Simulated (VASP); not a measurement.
# AgCl (F-43m) in VASP: single point with HSE06

Aim: the single point of AgCl with HSE06.

Everything below comes from runs of VASP 6.6.1. Logs are shortened: lines on timing, memory, paths and dates and some standing lists are left out, and cuts for length are marked.

**1. The cell of the first run**

The structure is cubic, space group F-43m (No. 216). The conventional cell has a = 5.986 Å, b = 5.986 Å, c = 5.986 Å, α = 90.00°, β = 90.00°, γ = 90.00°. Ag (site symmetry -43m) has 4 Cl at 2.59 Å within 3.4 Å. Cl (site symmetry -43m) has 4 Ag at 2.59 Å within 3.4 Å.

**2. Single point, HSE06**

POSCAR

```
AgCl
1.0
    0.0000000000      2.9932461729      2.9932461729
    2.9932461729      0.0000000000      2.9932461729
    2.9932461729      2.9932461729      0.0000000000
Ag Cl
1 1
Direct
    0.0000000000      0.0000000000      0.0000000000
    0.2500000000      0.2500000000      0.2500000000
```

INCAR.step1

```
PREC = Accurate ; ENCUT = 520
EDIFF = 1E-5 ; ISMEAR = 0
SIGMA = 0.01 ; LREAL = F
LASPH = T ; NELM = 80
ALGO = Normal ; ISIF = 2
LWAVE = T ; LCHARG = F
NBANDS = 16 ; GGA = PE
```

INCAR.step2

```
PREC = Accurate ; ENCUT = 520
EDIFF = 1E-7 ; ISMEAR = 0
SIGMA = 0.01 ; LREAL = F
LASPH = T ; NELM = 80
ALGO = Normal ; ISIF = 2
LWAVE = F ; LCHARG = F
GGA = PE ; LHFCALC = T
HFSCREEN = 0.2079 ; PRECFOCK = Normal
NBANDS = 16 ; ISTART = 1
```

KPOINTS

```
regular mesh
0
Gamma
  6 6 6
```

Potentials or basis: VASP PAW PBE potentials, release 64 (Ag, Cl).

Started as:

```
$ cat potpaw_PBE.64/Ag/POTCAR potpaw_PBE.64/Cl/POTCAR > POTCAR
$ cp INCAR.step1 INCAR
$ mpirun -np 1 vasp_std > vasp.out
$ cp INCAR.step2 INCAR
$ mpirun -np 1 vasp_std > vasp.out
```

OUTCAR:

```text
PREC = Accurate
   ENCUT = 520
   EDIFF = 1E-7
   ISMEAR = 0
   LREAL = F
   LASPH = T
   NELM = 80
   ISIF = 2
   GGA = PE
   LHFCALC = T
   HFSCREEN = 0.2079
   PRECFOCK = Normal
   ISTART = 1

 ion  position               nearest neighbor table
   1  0.000  0.000  0.000-   2 2.59   2 2.59   2 2.59   2 2.59
   2  0.250  0.250  0.250-   1 2.59   1 2.59   1 2.59   1 2.59

  LATTYP: Found a face centered cubic cell.
 ALAT       =     5.9864923458

  Lattice vectors:

 A1 = (   0.0000000000,   2.9932461729,   2.9932461729)
 A2 = (   2.9932461729,   0.0000000000,   2.9932461729)
 A3 = (   2.9932461729,   2.9932461729,   0.0000000000)

Analysis of symmetry for initial positions (statically):
=====================================================================
 Subroutine PRICEL returns:
 Original cell was already a primitive cell.

 Routine SETGRP: Setting up the symmetry group for a
 face centered cubic supercell.

 Subroutine GETGRP returns: Found 24 space group operations
 (whereof 24 operations were pure point group operations)
 out of a pool of 48 trial point group operations.

The static configuration has the point symmetry T_d .

Analysis of symmetry for dynamics (positions and initial velocities):
=====================================================================
 Subroutine PRICEL returns:
 Original cell was already a primitive cell.

 Routine SETGRP: Setting up the symmetry group for a
 face centered cubic supercell.

 Subroutine GETGRP returns: Found 24 space group operations
 (whereof 24 operations were pure point group operations)
 out of a pool of 48 trial point group operations.

The dynamic configuration has the point symmetry T_d .

 Subroutine INISYM returns: Found 24 space group operations
 (whereof 24 operations are pure point group operations),
 and found     1 'primitive' translations

----------------------------------------------------------------------------------------

                                     Primitive cell

  volume of cell :      53.6361

  direct lattice vectors                    reciprocal lattice vectors
     0.000000000  2.993246173  2.993246173    -0.167042726  0.167042726  0.167042726
     2.993246173  0.000000000  2.993246173     0.167042726 -0.167042726  0.167042726
     2.993246173  2.993246173  0.000000000     0.167042726  0.167042726 -0.167042726

  length of vectors
     4.233089333  4.233089333  4.233089333     0.289326488  0.289326488  0.289326488

  position of ions in fractional coordinates (direct lattice)
     0.000000000  0.000000000  0.000000000
     0.250000000  0.250000000  0.250000000

  ion indices of the primitive-cell ions
   primitive index   ion index
                 1           1
                 2           2

----------------------------------------------------------------------------------------

 KPOINTS: regular mesh

Automatic generation of k-mesh.
 Grid dimensions read from file:
 generate k-points for:    6    6    6

 Generating k-lattice:

  Cartesian coordinates                     Fractional coordinates (reciprocal lattice)
    -0.027840454  0.027840454  0.027840454     0.166666667  0.000000000  0.000000000
     0.027840454 -0.027840454  0.027840454     0.000000000  0.166666667  0.000000000
     0.027840454  0.027840454 -0.027840454     0.000000000  0.000000000  0.166666667

  Length of vectors
     0.048221081  0.048221081  0.048221081

  Shift w.r.t. Gamma in fractional coordinates (k-lattice)
     0.000000000  0.000000000  0.000000000

 Subroutine IBZKPT returns following result:
 ===========================================

 Found     16 irreducible k-points:

 Following reciprocal coordinates:
            Coordinates               Weight
  0.000000  0.000000  0.000000      1.000000
  0.166667  0.000000  0.000000      8.000000
  0.333333  0.000000  0.000000      8.000000
  0.500000  0.000000  0.000000      4.000000
  0.166667  0.166667  0.000000      6.000000
  0.333333  0.166667  0.000000     24.000000
[... 8 lines left out ...]
 -0.333333  0.333333  0.166667     24.000000
 -0.333333  0.500000  0.166667     12.000000
   k-points           NKPTS =     16   k-points in BZ     NKDIM =    216   number of bands    NBANDS=     16
   number of dos      NEDOS =    301   number of ions     NIONS =      2
   total plane-waves  NPLWV =  32768
   dimension x,y,z NGX =    32 NGY =   32 NGZ =   32
   dimension x,y,z NGXF=    64 NGYF=   64 NGZF=   64
   ions per type =               1   1
   NGX,Y,Z   is equivalent  to a cutoff of  12.57, 12.57, 12.57 a.u.
   NGXF,Y,Z  is equivalent  to a cutoff of  25.13, 25.13, 25.13 a.u.
 SYSTEM =  unknown system
   PREC   = accura    normal or accurate (medium, high low for compatibility)
   ISTART =      1    job   : 0-new  1-cont  2-samecut
   ICHARG =      0    charge: 1-file 2-atom 10-const
   ISPIN  =      1    spin polarized calculation?
   LNONCOLLINEAR =      F non collinear calculations
   LSORBIT =      F    spin-orbit coupling
   LASPH  =      T    aspherical Exc in radial PAW
   ENCUT  =  520.0 eV  38.22 Ry    6.18 a.u.   7.87  7.87  7.87*2*pi/ulx,y,z
   NELM   =     80;   NELMIN=  2; NELMDL=  0     # of ELM steps
   EDIFF  = 0.1E-06   stopping-criterion for ELM
   LREAL  =      F    real-space projection
   EDIFFG = 0.1E-05   stopping-criterion for IOM
   NSW    =      0    number of steps for IOM
   IBRION =     -1    ionic relax: 0-MD 1-quasi-New 2-CG
   NFREE  =      0    steps in history (QN), initial steepest desc. (CG)
   ISIF   =      2    stress and relaxation
   ISYM   =      3    0-nonsym 1-usesym 2-fastsym
   POTIM  = 0.5000    time-step for ionic-motion
   TEBEG  =    0.0;   TEEND  =   0.0 temperature during run
   PSTRESS=    0.0 pullay stress
   NELECT =      18.0000    total number of electrons
   NUPDOWN=      -1.0000    fix difference up-down
   EMIN   =  10.00;   EMAX   =-10.00  energy-range for DOS
   EFERMI =   0.00;   METHOD = LEGACY
   ISMEAR =     0;   SIGMA  =   0.01  broadening in eV -4-tet -1-fermi 0-gaus
   EFERMI_NEDOS =   21; number of points for ismear=-14 and -15
   IALGO  =     38    algorithm
   IMIX   =      1    mixing-type and parameters
     AMIX     =   0.40;   BMIX     =  1.00
     AMIX_MAG =   1.60;   BMIX_MAG =  1.00
  volume/ion in A,a.u.               =      26.82       180.98
  Fermi-wavevector in a.u.,A,eV,Ry     =   1.137662  2.149869 17.609676  1.294275
  Thomas-Fermi vector in A             =   2.274367
   LORBIT       =      0    0 simple, 1 ext, 2 COOP (PROOUT), +10 PAW based schemes
   GGA     = PE    functional components
   LHFCALC =     T    Hartree Fock is set to
   PRECFOCK=normal    Normal, Fast or Accurate (Low or Medium for compatibility)
   ENCUT4O =  -1.0   cutoff for four orbital integrals eV
   NKREDX  =     1    reduce k-point grid by
   NKREDY  =     1    reduce k-point grid by
   NKREDZ  =     1    reduce k-point grid by
   AEXX    =    0.2500 exact exchange contribution
   HFSCREEN=    0.2079 screening length (either q_TF or 0.3 A-1)
   HFSCREENC=   0.2079 screening length for correlation (either q_TF or 0.3 A-1)
   ENCUTFOCK=  -1.0 apply spherical cutoff to Coloumb kernel
   IVDW    =     0    specifies the selected vdW correction
   LEPSILON=     F    determine dielectric tensor
   LRPA    =     F    only Hartree local field effects (RPA)
 non-spin polarized calculation
 Gauss-broadening in eV      SIGMA  =   0.01
  energy-cutoff  :      520.00
  volume of cell :       53.64
 maximum number of plane-waves:      1464
  NGX = 24; NGY = 24; NGZ = 24

 number of electron      17.9999995 magnetization

 Free energy of the ion-electron system (eV)
  ---------------------------------------------------
  ext. energy  EPLUGINS =         0.00000000
  ---------------------------------------------------
  free energy    TOTEN  =        -6.67651740 eV

  energy without entropy =       -6.67651740  energy(sigma->0) =       -6.67651740

 E-fermi :   0.8291     XC(G=0):  -7.0756

 val. band max:        0.7541758159   @ k =   0.0000   0.0000   0.0000
 cond. band min:       3.4517084061   @ k =   0.0000   0.0000   0.0000
 fundamental gap:      2.6975325901
 Fermi energy:         0.8291247684

 k-point     1 :       0.0000    0.0000    0.0000
  band No.  band energies     occupation
      1     -15.2136      2.00000
      2      -3.6682      2.00000
      3      -3.6682      2.00000
      4      -3.6682      2.00000
      5      -1.7797      2.00000
      6      -1.7797      2.00000
[... 8 lines left out ...]
     15      15.0882      0.00000
     16      15.2794      0.00000

 k-point     2 :       0.1667    0.0000    0.0000
  band No.  band energies     occupation
      1     -15.1656      2.00000
      2      -3.6765      2.00000
      3      -3.6088      2.00000
      4      -3.6088      2.00000
      5      -1.7849      2.00000
      6      -1.7849      2.00000
[... 8 lines left out ...]
     15      14.2718      0.00000
     16      15.1756      0.00000

 k-point     3 :       0.3333    0.0000    0.0000
  band No.  band energies     occupation
      1     -15.0681      2.00000
      2      -3.5804      2.00000
      3      -3.4952      2.00000
      4      -3.4951      2.00000
      5      -1.7578      2.00000
      6      -1.7578      2.00000
[... 8 lines left out ...]
     15      14.5757      0.00000
     16      14.5757      0.00000

 k-point     4 :       0.5000    0.0000    0.0000
  band No.  band energies     occupation
      1     -15.0187      2.00000
      2      -3.4426      2.00000
      3      -3.4426      2.00000
      4      -3.4257      2.00000
      5      -1.7168      2.00000
      6      -1.7168      2.00000
[... 8 lines left out ...]
     15      15.9224      0.00000
     16      15.9224      0.00000

 k-point     5 :       0.1667    0.1667    0.0000
  band No.  band energies     occupation
      1     -15.1497      2.00000
      2      -3.7430      2.00000
      3      -3.5522      2.00000
      4      -3.5522      2.00000
      5      -1.8373      2.00000
      6      -1.7438      2.00000
[... 8 lines left out ...]
     15      15.1556      0.00000
     16      17.1752      0.00000

 k-point     6 :       0.3333    0.1667    0.0000
  band No.  band energies     occupation
      1     -15.0690      2.00000
      2      -3.7158      2.00000
      3      -3.4255      2.00000
      4      -3.4220      2.00000
      5      -1.8409      2.00000
      6      -1.7113      2.00000
[... 8 lines left out ...]
     15      15.2359      0.00000
     16      16.3147      0.00000
[... 115 lines left out ...]
 k-point    13 :       0.5000    0.5000    0.0000
  band No.  band energies     occupation
      1     -14.9566      2.00000
      2      -3.8322      2.00000
      3      -3.0299      2.00000
      4      -3.0299      2.00000
      5      -1.7180      2.00000
      6      -1.6340      2.00000
[... 8 lines left out ...]
     15      15.4124      0.00000
     16      16.6206      0.00000

 k-point    14 :       0.5000    0.3333    0.1667
  band No.  band energies     occupation
      1     -15.0044      2.00000
      2      -3.6366      2.00000
      3      -3.3402      2.00000
      4      -3.2258      2.00000
      5      -1.8026      2.00000
      6      -1.7100      2.00000
[... 8 lines left out ...]
     15      15.9825      0.00000
     16      16.2062      0.00000

 k-point    15 :      -0.3333    0.3333    0.1667
  band No.  band energies     occupation
      1     -14.9721      2.00000
      2      -3.5313      2.00000
      3      -3.3039      2.00000
      4      -3.0781      2.00000
      5      -1.8550      2.00000
      6      -1.6781      2.00000
[... 8 lines left out ...]
     15      15.3479      0.00000
     16      16.4166      0.00000

 k-point    16 :      -0.3333    0.5000    0.1667
  band No.  band energies     occupation
      1     -14.9564      2.00000
      2      -3.6497      2.00000
      3      -3.1372      2.00000
      4      -3.0272      2.00000
      5      -1.7756      2.00000
      6      -1.5481      2.00000
[... 8 lines left out ...]
     15      16.0378      0.00000
     16      16.0682      0.00000

------------------------ aborting loop because EDIFF is reached ----------------------------------------

  FORCE on cell =-STRESS in cart. coord.  units (eV):
  Direction    XX          YY          ZZ          XY          YZ          ZX
  --------------------------------------------------------------------------------------
  -------------------------------------------------------------------------------------
  Total        0.3263132      0.3263132      0.3263132      0.0000000      0.0000000     -0.0000000
  in kB        9.7473800      9.7473800      9.7473800      0.0000000      0.0000000     -0.0000000
  external PRESSURE =       9.7473800 kB  Pullay stress =       0.0000000 kB

 VOLUME and BASIS-vectors are now :
 -----------------------------------------------------------------------------
  energy-cutoff  :      520.00
  volume of cell :       53.64
      direct lattice vectors                 reciprocal lattice vectors
     0.000000000  2.993246173  2.993246173    -0.167042726  0.167042726  0.167042726
     2.993246173  0.000000000  2.993246173     0.167042726 -0.167042726  0.167042726
     2.993246173  2.993246173  0.000000000     0.167042726  0.167042726 -0.167042726

 POSITION                                       TOTAL-FORCE (eV/Angst)
 -----------------------------------------------------------------------------------
      0.00000      0.00000      0.00000         0.000000      0.000000      0.000000
      1.49662      1.49662      1.49662         0.000000     -0.000000     -0.000000
 -----------------------------------------------------------------------------------
    total drift:                               -0.000000      0.000007      0.000001

  FREE ENERGIE OF THE ION-ELECTRON SYSTEM (eV)
  ---------------------------------------------------
  free  energy   TOTEN  =        -6.6765173964 eV

  energy  without entropy=       -6.6765173964  energy(sigma->0) =       -6.67651740
```

Wall time 50 min (1 thread of AMD EPYC 7R13 (Zen 3), shared host); peak memory 0.27 GiB.

What came out:

| Property | Result |
| --- | --- |
| Free energy | -6.6765 eV |
| Pressure | 1.0 GPa |
| Band gap on the k mesh | 2.70 eV |

Caveat: the structure was generated, so it needn't be the stable form of AgCl; the PAW data sets were made with another functional, which shifts forces and pressure a little.
